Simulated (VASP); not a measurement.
# Ca (P6_3/mmc) in VASP: notebook

Ca is run at these levels: PBEsol; tasks: relaxation of shape and atoms at fixed volume, relaxation of cell and atoms.

All numbers are computed with VASP 6.6.1; they aren't measurements. Logs are shortened: lines on timing, memory, paths and dates and some standing lists are left out, and cuts for length are marked.

## 1. The cell of the first run

It takes space group P6_3/mmc (No. 194, hexagonal). Conventional cell: a = 3.691 Å, b = 3.691 Å, c = 6.084 Å, α = 90.00°, β = 90.00°, γ = 120.00°. Ca (site symmetry -6m2) has 12 Ca at 3.69 to 3.71 Å within 4.8 Å.

This isn't the form of Ca at room conditions, which is fcc.

## 2. Relaxation of shape and atoms at fixed volume, PBEsol

The input, INCAR:

```
PREC     = Accurate       # precision mode
ENCUT    = 600            # plane-wave cutoff, eV
EDIFF    = 1E-6           # SCF threshold, eV
ISMEAR   = -1             # smearing method
SIGMA    = 0.08           # smearing width, eV
LREAL    = False          # projectors in reciprocal space
LASPH    = True           # aspherical terms in the spheres
NELM     = 60             # most SCF steps
ALGO     = Normal         # electronic algorithm
ISIF     = 4              # what is computed and relaxed
LWAVE    = False          # write WAVECAR
LCHARG   = False          # write CHGCAR
GGA      = PS             # functional
IBRION   = 2              # ionic algorithm
NSW      = 50             # ionic steps
EDIFFG   = -0.005         # ionic threshold
```

The input, KPOINTS:

```
Automatic mesh
0
Gamma
  11 11 6
```

The input, POSCAR:

```
Ca
1.0
    3.6913806487      0.0000000000      0.0000000000
   -1.8456903244      3.1968294168      0.0000000000
    0.0000000000      0.0000000000      6.0841680740
Ca
2
Direct
    0.3333333333      0.6666666667      0.2500000000
    0.6666666667      0.3333333333      0.7500000000
```

Potentials or basis: VASP PAW PBE potentials, release 64 (Ca_sv).

On the command line:

```sh
> cat potpaw_PBE.64/Ca_sv/POTCAR > POTCAR
> mpirun -np 1 vasp_std > vasp.out
```

OUTCAR:

```text
PREC = Accurate
   ENCUT = 600
   EDIFF = 1E-6
   ISMEAR = -1
   LREAL = False
   LASPH = True
   NELM = 60
   ISIF = 4
   GGA = PS
   IBRION = 2
   NSW = 50
   EDIFFG = -0.005

 ion  position               nearest neighbor table
   1  0.333  0.667  0.250-
   2  0.667  0.333  0.750-

  LATTYP: Found a hexagonal cell.
 ALAT       =     3.6913806487
 C/A-ratio  =     1.6482093431

  Lattice vectors:

 A1 = (   3.6913806487,   0.0000000000,   0.0000000000)
 A2 = (  -1.8456903244,   3.1968294168,   0.0000000000)
 A3 = (   0.0000000000,   0.0000000000,   6.0841680740)

Analysis of symmetry for initial positions (statically):
=====================================================================
 Subroutine PRICEL returns:
 Original cell was already a primitive cell.

 Routine SETGRP: Setting up the symmetry group for a
 hexagonal supercell.

 Subroutine GETGRP returns: Found 24 space group operations
 (whereof 12 operations were pure point group operations)
 out of a pool of 24 trial point group operations.

The static configuration has the point symmetry D_3d.
 The point group associated with its full space group is D_6h.

Analysis of symmetry for dynamics (positions and initial velocities):
=====================================================================
 Subroutine PRICEL returns:
 Original cell was already a primitive cell.

 Routine SETGRP: Setting up the symmetry group for a
 hexagonal supercell.

 Subroutine GETGRP returns: Found 24 space group operations
 (whereof 12 operations were pure point group operations)
 out of a pool of 24 trial point group operations.

The dynamic configuration has the point symmetry D_3d.
 The point group associated with its full space group is D_6h.

 Subroutine INISYM returns: Found 24 space group operations
 (whereof 12 operations are pure point group operations),
 and found     1 'primitive' translations

----------------------------------------------------------------------------------------

                                     Primitive cell

  volume of cell :      71.7975

  direct lattice vectors                    reciprocal lattice vectors
     3.691380649  0.000000000  0.000000000     0.270901350  0.156404967  0.000000000
    -1.845690324  3.196829417  0.000000000     0.000000000  0.312809934  0.000000000
[... 105 lines left out ...]
     AMIX_MAG =   1.60;   BMIX_MAG =  1.00
  volume/ion in A,a.u.               =      35.90       242.26
  Fermi-wavevector in a.u.,A,eV,Ry     =   1.069174  2.020446 15.553265  1.143133
  Thomas-Fermi vector in A             =   2.204845
   LORBIT       =      0    0 simple, 1 ext, 2 COOP (PROOUT), +10 PAW based schemes
   GGA     = PS    functional components
   LHFCALC =     F    Hartree Fock is set to
   AEXX    =    0.0000 exact exchange contribution
   IVDW    =     0    specifies the selected vdW correction
   LEPSILON=     F    determine dielectric tensor
   LRPA    =     F    only Hartree local field effects (RPA)
 conjugate gradient relaxation of ions
 non-spin polarized calculation
  energy-cutoff  :      600.00
  volume of cell :       71.80
 maximum number of plane-waves:      2436
 NGX is ok and might be reduce to    30
   NGX = 15   NGY = 15   NGZ = 25

--------------------------------------- Ionic step        1  -------------------------------------------

 number of electron      19.9999999 magnetization

 Free energy of the ion-electron system (eV)
  ---------------------------------------------------
  ext. energy  EPLUGINS =         0.00000000
  ---------------------------------------------------
  free energy    TOTEN  =        -4.20504423 eV

  energy without entropy =       -4.15579872  energy(sigma->0) =       -4.18042147

------------------------ aborting loop because EDIFF is reached ----------------------------------------

  FORCE on cell =-STRESS in cart. coord.  units (eV):
  Direction    XX          YY          ZZ          XY          YZ          ZX
  --------------------------------------------------------------------------------------
  -------------------------------------------------------------------------------------
  Total        1.2523592      1.2523592      1.3447177     -0.0000000      0.0000000      0.0000000
  in kB       27.9466661     27.9466661     30.0076660     -0.0000000      0.0000000      0.0000000
  external PRESSURE =      28.6336661 kB  Pullay stress =       0.0000000 kB
[... 95 lines left out ...]
--------------------------------------- Ionic step        4  -------------------------------------------

 number of electron      20.0000000 magnetization

 Free energy of the ion-electron system (eV)
  ---------------------------------------------------
  ext. energy  EPLUGINS =         0.00000000
  ---------------------------------------------------
  free energy    TOTEN  =        -4.20519957 eV

  energy without entropy =       -4.15680327  energy(sigma->0) =       -4.18100142

 E-fermi :   2.5996     XC(G=0):  -8.3414

 val. band max:        2.5842909006   @ k =   0.3636  -0.0000   0.0000
 cond. band min:       2.6193307645   @ k =   0.3636   0.0909   0.0000
 fundamental gap:      0.0350398639
 Fermi energy:         2.5995861840

 k-point     1 :       0.0000    0.0000    0.0000
  band No.  band energies     occupation
      1     -38.8931      2.00000
      2     -38.8653      2.00000
      3     -20.0908      2.00000
      4     -19.8885      2.00000
      5     -19.8885      2.00000
      6     -19.8576      2.00000
      7     -19.8576      2.00000
      8     -19.8469      2.00000
      9      -1.7539      2.00000
     10       1.4302      2.00000
     11       2.5025      1.54164
     12       5.0110      0.00000
     13       5.0940      0.00000
     14       5.0940      0.00000
[... 377 lines left out ...]
      1     -38.8785      2.00000
      2     -38.8602      2.00000
      3     -20.0431      2.00000
      4     -19.9709      2.00000
      5     -19.9612      2.00000
      6     -19.9140      2.00000
      7     -19.8826      2.00000
      8     -19.8682      2.00000
      9      -0.6543      2.00000
     10       1.7051      1.99997
     11       2.9594      0.02204
     12       3.9224      0.00000
     13       4.6866      0.00000
     14       4.8546      0.00000

 [... further k-points ...]

------------------------ aborting loop because EDIFF is reached ----------------------------------------

  FORCE on cell =-STRESS in cart. coord.  units (eV):
  Direction    XX          YY          ZZ          XY          YZ          ZX
  --------------------------------------------------------------------------------------
  -------------------------------------------------------------------------------------
  Total        1.2860422      1.2860422      1.2737789     -0.0000000     -0.0000000      0.0000000
  in kB       28.6983080     28.6983080     28.4246509     -0.0000000     -0.0000000      0.0000000
  external PRESSURE =      28.6070890 kB  Pullay stress =       0.0000000 kB
[... 17 lines left out ...]
  FREE ENERGIE OF THE ION-ELECTRON SYSTEM (eV)
  ---------------------------------------------------
  free  energy   TOTEN  =        -4.2051995693 eV

  energy  without entropy=       -4.1568032687  energy(sigma->0) =       -4.18100142

 reached required accuracy - stopping structural energy minimisation
```

OSZICAR:

```text
N       E                     dE             d eps       ncg     rms          rms(c)
DAV:   1     0.185659233758E+03    0.18566E+03   -0.11075E+04  1792   0.146E+03
DAV:   2     0.543576821485E+01   -0.18022E+03   -0.17858E+03  1966   0.390E+02
[... 22 lines left out ...]
   3 F= -.42051913E+01 E0= -.41808277E+01  d E =-.147058E-03
       N       E                     dE             d eps       ncg     rms          rms(c)
DAV:   1    -0.420549524837E+01   -0.30397E-03   -0.20654E-02  1816   0.144E+00    0.100E-01
DAV:   2    -0.420529372823E+01    0.20152E-03   -0.35339E-04  2122   0.203E-01    0.584E-02
DAV:   3    -0.420519950776E+01    0.94220E-04   -0.22315E-04  2314   0.135E-01    0.460E-03
DAV:   4    -0.420519956931E+01   -0.61546E-07   -0.66828E-06  2140   0.333E-02
   4 F= -.42051996E+01 E0= -.41810014E+01  d E =-.155341E-03
```

CONTCAR:

```text
Ca
   1.00000000000000
     3.6846046316504695   -0.0000000000043191    0.0000000000000000
    -1.8423023158788834    3.1909612138989454    0.0000000000000000
     0.0000000000000000    0.0000000000000000    6.1065663167400741
  Ca
     2
Direct
     0.3333333332999970    0.6666666667000030    0.2500000000000000
     0.6666666667000030    0.3333333332999970    0.7500000000000000

  0.00000000E+00  0.00000000E+00  0.00000000E+00
  0.00000000E+00  0.00000000E+00  0.00000000E+00
```

Run time: 2 min. Hardware: 1 thread of Intel Xeon Platinum 8488C (Sapphire Rapids), shared host; peak memory 0.24 GiB.

Results:

```
Free energy               : -4.2052 eV
Energy gained by relaxing : 0.1 meV/atom
Ionic steps               : 4
Pressure after relaxing   : 2.9 GPa
Band gap on the k mesh    : zero (bands 10 and 11 overlap by 0.26 eV)
```

The path:
```csv
step,energy change (eV),largest force (eV/Å),pressure (GPa),volume (Å³)
1,0.0000,0.0000,2.86,71.80
2,-0.0001,0.0000,2.86,71.80
3,-0.0001,0.0000,2.86,71.80
4,-0.0002,0.0000,2.86,71.80
```

Final structure:
```
Ca
1.0
     3.68460    0.00000    0.00000
    -1.84230    3.19096    0.00000
     0.00000    0.00000    6.10657
Ca
2
Direct
  0.33333 0.66667 0.25000
  0.66667 0.33333 0.75000
```

Caveat: the PAW data sets were made with another functional, which shifts forces and pressure a little.

## 3. Relaxation of cell and atoms, PBEsol

This run uses another cell than the first one, of 40.60 Å³/atom.

The input, INCAR:

```
SYSTEM = Ca
PREC = Accurate
ENCUT = 600
EDIFF = 1E-6
ISMEAR = -1
SIGMA = 0.08
LREAL = .False.
LASPH = .True.
NELM = 60
ALGO = Normal
ISIF = 3
LWAVE = .False.
LCHARG = .False.
GGA = PS
IBRION = 2
NSW = 60
EDIFFG = -0.005
```

The input, KPOINTS:

```
Automatic mesh
0
Gamma
  11 11 6
  0 0 0
```

The input, POSCAR:

```
Ca
1.0
    3.8682466448      0.0000000000      0.0000000000
   -1.9341233224      3.3499998625      0.0000000000
    0.0000000000      0.0000000000      6.2665595646
Ca
2
Direct
    0.3333333333      0.6666666667      0.2500000000
    0.6666666667      0.3333333333      0.7500000000
```

Potentials or basis: VASP PAW PBE potentials, release 64 (Ca_sv).

On the command line:

```sh
> cat potpaw_PBE.64/Ca_sv/POTCAR > POTCAR
> mpirun -np 1 vasp_std > vasp.out
```

Run time: 3 min. Hardware: 1 thread of Intel Xeon Platinum 8488C (Sapphire Rapids), shared host; peak memory 0.26 GiB.

It converged, with:

```yaml
Free_energy: -4.2872 eV
Relaxed_volume: 40.88 Å³/atom
Relaxed_cell: a = 3.855 Å, b = 3.855 Å, c = 6.352 Å, α = 90.00°, β = 90.00°, γ = 120.00°
Space_group_after_relaxing_to_0.1_Å: P6_3/mmc (No. 194)
Energy_gained_by_relaxing: 1.0 meV/atom
Ionic_steps: 6
Pressure_after_relaxing: 0.0 GPa
Band_gap_on_the_k_mesh: zero (bands 10 and 11 overlap by 0.39 eV)
```

The path:
```tsv
step	energy change (eV)	largest force (eV/Å)	pressure (GPa)	volume (Å³)
1	0.0000	0.0000	0.14	81.21
2	-0.0014	0.0000	0.04	81.63
3	-0.0018	0.0000	-0.08	82.14
4	-0.0018	0.0000	-0.07	82.07
5	-0.0019	0.0000	-0.02	81.86
6	-0.0019	0.0000	0.00	81.76
```

Final structure:
```
Ca
1.0
     3.85523    0.00000    0.00000
    -1.92761    3.33872    0.00000
     0.00000    0.00000    6.35208
Ca
2
Direct
  0.33333 0.66667 0.25000
  0.66667 0.33333 0.75000
```

Levels at points of the mesh, in eV from the Fermi level:
| k point | band 6 | band 7 | band 8 | band 9 | band 10 | band 11 | band 12 | band 13 | band 14 |
| --- | --- | --- | --- | --- | --- | --- | --- | --- | --- |
| (0.00, 0.00, 0.00) | -22.78 | -22.78 | -22.78 | -4.13 | -1.09 | -0.21 | 2.28 | 2.32 | 2.32 |
| (0.00, 0.00, 0.50) | -22.80 | -22.80 | -22.80 | -3.10 | -3.10 | 1.38 | 1.38 | 2.32 | 2.32 |

Caveat: the PAW data sets were made with another functional, which shifts forces and pressure a little.
